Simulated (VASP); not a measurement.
# CsI (Pm-3m) in VASP: notebook

CsI is run at these levels: PBE; tasks: single point.

All numbers are computed with VASP 6.6.1; they aren't measurements. Logs are shortened: lines on timing, memory, paths and dates and some standing lists are left out, and cuts for length are marked.

## (1) The cell of the first run

The structure is cubic, space group Pm-3m (No. 221). Conventional cell: a = 4.608 Å, b = 4.608 Å, c = 4.608 Å, α = 90.00°, β = 90.00°, γ = 90.00°. Cs (site symmetry m-3m) has 8 I at 3.99 Å and 6 Cs at 4.61 Å within 5.2 Å. Within 5.2 Å of I (site symmetry m-3m) lie 8 Cs at 3.99 Å and 6 I at 4.61 Å.

## (2) Single point, PBE

The input, INCAR:

```
PREC = Accurate
ENCUT = 500
EDIFF = 1E-6
ISMEAR = 0
SIGMA = 0.01
LREAL = F
LASPH = T
NELM = 120
ALGO = Normal
ISIF = 2
LWAVE = F
LCHARG = F
GGA = PE
NBANDS = 15
GGA_COMPAT = F
```

The input, KPOINTS:

```
regular mesh
0
Gamma
  4 4 4
```

The input, POSCAR:

```
CsI
1.0
    4.6081712226      0.0000000000      0.0000000000
    0.0000000000      4.6081712226      0.0000000000
    0.0000000000      0.0000000000      4.6081712226
Cs I
1 1
Direct
    0.0000000000      0.0000000000      0.0000000000
    0.5000000000      0.5000000000      0.5000000000
```

Potentials or basis: VASP PAW PBE potentials, release 64 (Cs_sv, I).

Started as:

```sh
$ cat potpaw_PBE.64/Cs_sv/POTCAR potpaw_PBE.64/I/POTCAR > POTCAR
$ mpirun -np 1 vasp_std > vasp.out
```

OUTCAR:

```text
PREC = Accurate
   ENCUT = 500
   EDIFF = 1E-6
   ISMEAR = 0
   LREAL = F
   LASPH = T
   NELM = 120
   ISIF = 2
   GGA = PE

 ion  position               nearest neighbor table
   1  0.000  0.000  0.000-
   2  0.500  0.500  0.500-

  LATTYP: Found a simple cubic cell.
 ALAT       =     4.6081712226

  Lattice vectors:

 A1 = (   4.6081712226,   0.0000000000,   0.0000000000)
 A2 = (   0.0000000000,   4.6081712226,   0.0000000000)
 A3 = (   0.0000000000,   0.0000000000,   4.6081712226)

Analysis of symmetry for initial positions (statically):
=====================================================================
 Subroutine PRICEL returns:
 Original cell was already a primitive cell.

 Routine SETGRP: Setting up the symmetry group for a
 simple cubic supercell.

 Subroutine GETGRP returns: Found 48 space group operations
 (whereof 48 operations were pure point group operations)
 out of a pool of 48 trial point group operations.

The static configuration has the point symmetry O_h .

Analysis of symmetry for dynamics (positions and initial velocities):
=====================================================================
 Subroutine PRICEL returns:
 Original cell was already a primitive cell.

 Routine SETGRP: Setting up the symmetry group for a
 simple cubic supercell.

 Subroutine GETGRP returns: Found 48 space group operations
 (whereof 48 operations were pure point group operations)
 out of a pool of 48 trial point group operations.

The dynamic configuration has the point symmetry O_h .

 Subroutine INISYM returns: Found 48 space group operations
 (whereof 48 operations are pure point group operations),
 and found     1 'primitive' translations

----------------------------------------------------------------------------------------

                                     Primitive cell

  volume of cell :      97.8556

  direct lattice vectors                    reciprocal lattice vectors
     4.608171223  0.000000000  0.000000000     0.217005825  0.000000000  0.000000000
     0.000000000  4.608171223  0.000000000     0.000000000  0.217005825  0.000000000
     0.000000000  0.000000000  4.608171223     0.000000000  0.000000000  0.217005825

  length of vectors
     4.608171223  4.608171223  4.608171223     0.217005825  0.217005825  0.217005825

  position of ions in fractional coordinates (direct lattice)
     0.000000000  0.000000000  0.000000000
     0.500000000  0.500000000  0.500000000

  ion indices of the primitive-cell ions
   primitive index   ion index
                 1           1
                 2           2

----------------------------------------------------------------------------------------

 KPOINTS: regular mesh

Automatic generation of k-mesh.
 Grid dimensions read from file:
 generate k-points for:    4    4    4

 Generating k-lattice:

  Cartesian coordinates                     Fractional coordinates (reciprocal lattice)
     0.054251456  0.000000000  0.000000000     0.250000000  0.000000000  0.000000000
     0.000000000  0.054251456  0.000000000     0.000000000  0.250000000  0.000000000
     0.000000000  0.000000000  0.054251456     0.000000000  0.000000000  0.250000000

  Length of vectors
     0.054251456  0.054251456  0.054251456

  Shift w.r.t. Gamma in fractional coordinates (k-lattice)
     0.000000000  0.000000000  0.000000000

 Subroutine IBZKPT returns following result:
 ===========================================

 Found     10 irreducible k-points:

 Following reciprocal coordinates:
            Coordinates               Weight
  0.000000  0.000000  0.000000      1.000000
  0.250000  0.000000  0.000000      6.000000
  0.500000  0.000000  0.000000      3.000000
  0.250000  0.250000  0.000000     12.000000
  0.500000  0.250000  0.000000     12.000000
  0.500000  0.500000  0.000000      3.000000
  0.250000  0.250000  0.250000      8.000000
  0.500000  0.250000  0.250000     12.000000
  0.500000  0.500000  0.250000      6.000000
  0.500000  0.500000  0.500000      1.000000
   k-points           NKPTS =     10   k-points in BZ     NKDIM =     10   number of bands    NBANDS=     15
   number of dos      NEDOS =    301   number of ions     NIONS =      2
   total plane-waves  NPLWV =  46656
   dimension x,y,z NGX =    36 NGY =   36 NGZ =   36
   dimension x,y,z NGXF=    72 NGYF=   72 NGZF=   72
   ions per type =               1   1
   NGX,Y,Z   is equivalent  to a cutoff of  12.99, 12.99, 12.99 a.u.
   NGXF,Y,Z  is equivalent  to a cutoff of  25.97, 25.97, 25.97 a.u.
 SYSTEM =  unknown system
   PREC   = accura    normal or accurate (medium, high low for compatibility)
   ISTART =      0    job   : 0-new  1-cont  2-samecut
   ICHARG =      2    charge: 1-file 2-atom 10-const
   ISPIN  =      1    spin polarized calculation?
   LNONCOLLINEAR =      F non collinear calculations
   LSORBIT =      F    spin-orbit coupling
   LASPH  =      T    aspherical Exc in radial PAW
   ENCUT  =  500.0 eV  36.75 Ry    6.06 a.u.   8.40  8.40  8.40*2*pi/ulx,y,z
   NELM   =    120;   NELMIN=  2; NELMDL= -5     # of ELM steps
   EDIFF  = 0.1E-05   stopping-criterion for ELM
   LREAL  =      F    real-space projection
   EDIFFG = 0.1E-04   stopping-criterion for IOM
   NSW    =      0    number of steps for IOM
   IBRION =     -1    ionic relax: 0-MD 1-quasi-New 2-CG
   NFREE  =      0    steps in history (QN), initial steepest desc. (CG)
   ISIF   =      2    stress and relaxation
   ISYM   =      2    0-nonsym 1-usesym 2-fastsym
   POTIM  = 0.5000    time-step for ionic-motion
   TEBEG  =    0.0;   TEEND  =   0.0 temperature during run
   PSTRESS=    0.0 pullay stress
   NELECT =      16.0000    total number of electrons
   NUPDOWN=      -1.0000    fix difference up-down
   EMIN   =  10.00;   EMAX   =-10.00  energy-range for DOS
   EFERMI =   0.00;   METHOD = LEGACY
   ISMEAR =     0;   SIGMA  =   0.01  broadening in eV -4-tet -1-fermi 0-gaus
   EFERMI_NEDOS =   21; number of points for ismear=-14 and -15
   IALGO  =     38    algorithm
   IMIX   =      4    mixing-type and parameters
     AMIX     =   0.40;   BMIX     =  1.00
     AMIX_MAG =   1.60;   BMIX_MAG =  1.00
  volume/ion in A,a.u.               =      48.93       330.18
  Fermi-wavevector in a.u.,A,eV,Ry     =   0.895199  1.691681 10.903452  0.801381
  Thomas-Fermi vector in A             =   2.017501
   LORBIT       =      0    0 simple, 1 ext, 2 COOP (PROOUT), +10 PAW based schemes
   GGA     = PE    functional components
   LHFCALC =     F    Hartree Fock is set to
   AEXX    =    0.0000 exact exchange contribution
   IVDW    =     0    specifies the selected vdW correction
   LEPSILON=     F    determine dielectric tensor
   LRPA    =     F    only Hartree local field effects (RPA)
 non-spin polarized calculation
 Gauss-broadening in eV      SIGMA  =   0.01
  energy-cutoff  :      500.00
  volume of cell :       97.86
 maximum number of plane-waves:      2517
 NGX is ok and might be reduce to    36
   NGX = 17   NGY = 17   NGZ = 17

 number of electron      16.0000002 magnetization

 Free energy of the ion-electron system (eV)
  ---------------------------------------------------
  ext. energy  EPLUGINS =         0.00000000
  ---------------------------------------------------
  free energy    TOTEN  =        -5.43501359 eV

  energy without entropy =       -5.43501359  energy(sigma->0) =       -5.43501359

 E-fermi :   0.7618     XC(G=0):  -7.6522

 val. band max:        0.6574428736   @ k =   0.5000   0.5000   0.0000
 cond. band min:       4.4447652228   @ k =   0.0000   0.0000   0.0000
 fundamental gap:      3.7873223492
 Fermi energy:         0.7617752218

 k-point     1 :       0.0000    0.0000    0.0000
  band No.  band energies     occupation
      1     -19.7719      2.00000
      2      -9.9583      2.00000
      3      -6.4759      2.00000
      4      -6.4759      2.00000
      5      -6.4759      2.00000
      6       0.5648      2.00000
      7       0.5648      2.00000
      8       0.5648      2.00000
      9       4.4448      0.00000
     10       4.8753      0.00000
     11       4.8753      0.00000
     12       8.3566      0.00000
     13       8.3566      0.00000
     14       8.3566      0.00000
     15      10.7633      0.00000

 k-point     2 :       0.2500    0.0000    0.0000
  band No.  band energies     occupation
      1     -19.7611      2.00000
      2      -9.9611      2.00000
      3      -6.5488      2.00000
      4      -6.4477      2.00000
      5      -6.4477      2.00000
      6      -0.2464      2.00000
      7       0.4979      2.00000
      8       0.4979      2.00000
      9       5.2323      0.00000
     10       5.5521      0.00000
     11       6.0619      0.00000
     12       8.2583      0.00000
     13       8.2583      0.00000
     14       8.6153      0.00000
     15       8.8718      0.00000

 k-point     3 :       0.5000    0.0000    0.0000
  band No.  band energies     occupation
      1     -19.7501      2.00000
      2      -9.9667      2.00000
      3      -6.6080      2.00000
      4      -6.4190      2.00000
      5      -6.4190      2.00000
      6      -0.8397      2.00000
      7       0.4281      2.00000
      8       0.4281      2.00000
      9       5.8612      0.00000
     10       7.0284      0.00000
     11       7.2632      0.00000
     12       7.4874      0.00000
     13       8.4685      0.00000
     14       8.4685      0.00000
     15       8.9765      0.00000
[... 91 lines left out ...]
 k-point     9 :       0.5000    0.5000    0.2500
  band No.  band energies     occupation
      1     -19.7211      2.00000
      2      -9.7526      2.00000
      3      -6.7597      2.00000
      4      -6.7597      2.00000
      5      -6.5510      2.00000
      6      -0.3878      2.00000
      7      -0.3878      2.00000
      8      -0.0508      2.00000
      9       5.9759      0.00000
     10       6.9674      0.00000
     11       7.0421      0.00000
     12       7.0421      0.00000
     13       9.5057      0.00000
     14       9.5057      0.00000
     15      10.2252      0.00000

 k-point    10 :       0.5000    0.5000    0.5000
  band No.  band energies     occupation
      1     -19.7117      2.00000
      2      -9.7037      2.00000
      3      -6.7090      2.00000
      4      -6.7090      2.00000
      5      -6.7090      2.00000
      6      -0.5862      2.00000
      7      -0.5862      2.00000
      8      -0.5862      2.00000
      9       7.7445      0.00000
     10       7.7445      0.00000
     11       7.7445      0.00000
     12       8.3902      0.00000
     13       8.3902      0.00000
     14       8.3902      0.00000
     15      10.3067      0.00000

------------------------ aborting loop because EDIFF is reached ----------------------------------------

  FORCE on cell =-STRESS in cart. coord.  units (eV):
  Direction    XX          YY          ZZ          XY          YZ          ZX
  --------------------------------------------------------------------------------------
  -------------------------------------------------------------------------------------
  Total        0.2766442      0.2766442      0.2766442      0.0000000      0.0000000      0.0000000
  in kB        4.5294589      4.5294589      4.5294589      0.0000000      0.0000000      0.0000000
  external PRESSURE =       4.5294589 kB  Pullay stress =       0.0000000 kB

 VOLUME and BASIS-vectors are now :
 -----------------------------------------------------------------------------
  energy-cutoff  :      500.00
  volume of cell :       97.86
      direct lattice vectors                 reciprocal lattice vectors
     4.608171223  0.000000000  0.000000000     0.217005825  0.000000000  0.000000000
     0.000000000  4.608171223  0.000000000     0.000000000  0.217005825  0.000000000
     0.000000000  0.000000000  4.608171223     0.000000000  0.000000000  0.217005825

 POSITION                                       TOTAL-FORCE (eV/Angst)
 -----------------------------------------------------------------------------------
      0.00000      0.00000      0.00000         0.000000      0.000000      0.000000
      2.30409      2.30409      2.30409         0.000000      0.000000      0.000000
 -----------------------------------------------------------------------------------
    total drift:                               -0.000000      0.000000      0.000000

  FREE ENERGIE OF THE ION-ELECTRON SYSTEM (eV)
  ---------------------------------------------------
  free  energy   TOTEN  =        -5.4350135856 eV

  energy  without entropy=       -5.4350135856  energy(sigma->0) =       -5.43501359
```

Run time: 20 s. Hardware: 1 thread of Intel Xeon 8259CL, shared host; peak memory 0.2 GiB.

Results:

- Free energy: -5.4350 eV
- Pressure: 0.5 GPa
- Band gap on the k mesh: 3.79 eV (least direct gap 3.88 eV)

Caveat: spin-orbit coupling is left out, which moves the levels of the heavy elements.

## (3) Single point, PBE

The input, INCAR:

```
SYSTEM = CsI
PREC = Accurate
ENCUT = 500
EDIFF = 1E-6
ISMEAR = 0
SIGMA = 0.01
LREAL = .FALSE.
LASPH = .TRUE.
NELM = 120
ALGO = Normal
ISIF = 2
LWAVE = .FALSE.
LCHARG = .TRUE.
GGA = PE
LELF = .TRUE.
LVHAR = .TRUE.
NBANDS = 15
GGA_COMPAT = .FALSE.
```

The input, KPOINTS:

```
Automatic mesh
0
G
  4 4 4
  0 0 0
```

POSCAR is that of step 2.

Potentials or basis: VASP PAW PBE potentials, release 64 (Cs_sv, I).

Started as:

```sh
$ cat potpaw_PBE.64/Cs_sv/POTCAR potpaw_PBE.64/I/POTCAR > POTCAR
$ mpirun -np 1 vasp_std > vasp.out
```

OUTCAR:

```text
SYSTEM = CsI
   PREC = Accurate
   ENCUT = 500
   EDIFF = 1E-6
   ISMEAR = 0
   LREAL = .FALSE.
   LASPH = .TRUE.
   NELM = 120
   ISIF = 2
   GGA = PE

 ion  position               nearest neighbor table
   1  0.000  0.000  0.000-
   2  0.500  0.500  0.500-

  LATTYP: Found a simple cubic cell.
 ALAT       =     4.6081712226

  Lattice vectors:

 A1 = (   4.6081712226,   0.0000000000,   0.0000000000)
 A2 = (   0.0000000000,   4.6081712226,   0.0000000000)
 A3 = (   0.0000000000,   0.0000000000,   4.6081712226)

Analysis of symmetry for initial positions (statically):
=====================================================================
 Subroutine PRICEL returns:
 Original cell was already a primitive cell.

 Routine SETGRP: Setting up the symmetry group for a
 simple cubic supercell.

 Subroutine GETGRP returns: Found 48 space group operations
 (whereof 48 operations were pure point group operations)
 out of a pool of 48 trial point group operations.

The static configuration has the point symmetry O_h .
[... 156 lines left out ...]
      1     -19.7719      2.00000
      2      -9.9583      2.00000
      3      -6.4759      2.00000
      4      -6.4759      2.00000
      5      -6.4759      2.00000
      6       0.5648      2.00000
      7       0.5648      2.00000
      8       0.5648      2.00000
      9       4.4448      0.00000
     10       4.8753      0.00000
     11       4.8753      0.00000
     12       8.3566      0.00000
     13       8.3566      0.00000
     14       8.3566      0.00000
[... 149 lines left out ...]
      2      -9.7037      2.00000
      3      -6.7090      2.00000
      4      -6.7090      2.00000
      5      -6.7090      2.00000
      6      -0.5862      2.00000
      7      -0.5862      2.00000
      8      -0.5862      2.00000
      9       7.7445      0.00000
     10       7.7445      0.00000
     11       7.7445      0.00000
     12       8.3902      0.00000
     13       8.3902      0.00000
     14       8.3902      0.00000
     15      10.3067      0.00000

------------------------ aborting loop because EDIFF is reached ----------------------------------------

  FORCE on cell =-STRESS in cart. coord.  units (eV):
  Direction    XX          YY          ZZ          XY          YZ          ZX
  --------------------------------------------------------------------------------------
  -------------------------------------------------------------------------------------
  Total        0.2766442      0.2766442      0.2766442      0.0000000      0.0000000      0.0000000
  in kB        4.5294589      4.5294589      4.5294589      0.0000000      0.0000000      0.0000000
  external PRESSURE =       4.5294589 kB  Pullay stress =       0.0000000 kB

 VOLUME and BASIS-vectors are now :
 -----------------------------------------------------------------------------
  energy-cutoff  :      500.00
  volume of cell :       97.86
      direct lattice vectors                 reciprocal lattice vectors
     4.608171223  0.000000000  0.000000000     0.217005825  0.000000000  0.000000000
     0.000000000  4.608171223  0.000000000     0.000000000  0.217005825  0.000000000
     0.000000000  0.000000000  4.608171223     0.000000000  0.000000000  0.217005825

 POSITION                                       TOTAL-FORCE (eV/Angst)
 -----------------------------------------------------------------------------------
      0.00000      0.00000      0.00000         0.000000      0.000000      0.000000
      2.30409      2.30409      2.30409         0.000000      0.000000      0.000000
 -----------------------------------------------------------------------------------
    total drift:                               -0.000000      0.000000      0.000000

  FREE ENERGIE OF THE ION-ELECTRON SYSTEM (eV)
  ---------------------------------------------------
  free  energy   TOTEN  =        -5.4350135856 eV

  energy  without entropy=       -5.4350135856  energy(sigma->0) =       -5.43501359
```

OSZICAR:

```text
N       E                     dE             d eps       ncg     rms          rms(c)
DAV:   1     0.824104819672E+02    0.82410E+02   -0.58073E+03   300   0.835E+02
DAV:   2     0.179740342356E+01   -0.80613E+02   -0.72913E+02   406   0.142E+02
DAV:   3    -0.547587272162E+01   -0.72733E+01   -0.72462E+01   384   0.456E+01
DAV:   4    -0.557955503079E+01   -0.10368E+00   -0.10367E+00   409   0.650E+00
DAV:   5    -0.558089007985E+01   -0.13350E-02   -0.13350E-02   405   0.727E-01    0.158E+00
DAV:   6    -0.545673287274E+01    0.12416E+00   -0.98123E-02   370   0.154E+00    0.110E+00
DAV:   7    -0.543109614563E+01    0.25637E-01   -0.10120E-01   377   0.153E+00    0.617E-01
DAV:   8    -0.543525524351E+01   -0.41591E-02   -0.13324E-02   321   0.620E-01    0.133E-01
DAV:   9    -0.543492638672E+01    0.32886E-03   -0.55820E-04   384   0.122E-01    0.571E-02
DAV:  10    -0.543501756128E+01   -0.91175E-04   -0.30173E-04   314   0.920E-02    0.351E-02
DAV:  11    -0.543501271558E+01    0.48457E-05   -0.98256E-06   384   0.156E-02    0.168E-02
DAV:  12    -0.543501418065E+01   -0.14651E-05   -0.20178E-06   340   0.967E-03    0.744E-03
DAV:  13    -0.543501358556E+01    0.59508E-06   -0.13456E-06   291   0.616E-03
   1 F= -.54350136E+01 E0= -.54350136E+01  d E =-.140726E-50
```

It took 20 s on 1 thread of Intel Xeon 8259CL, shared host; peak memory 0.2 GiB.

Results:

```
Free energy            : -5.4350 eV
Pressure               : 0.5 GPa
Band gap on the k mesh : 3.79 eV (least direct gap 3.88 eV)
```

Caveat: spin-orbit coupling is left out, which moves the levels of the heavy elements. A k mesh can miss the band edges.
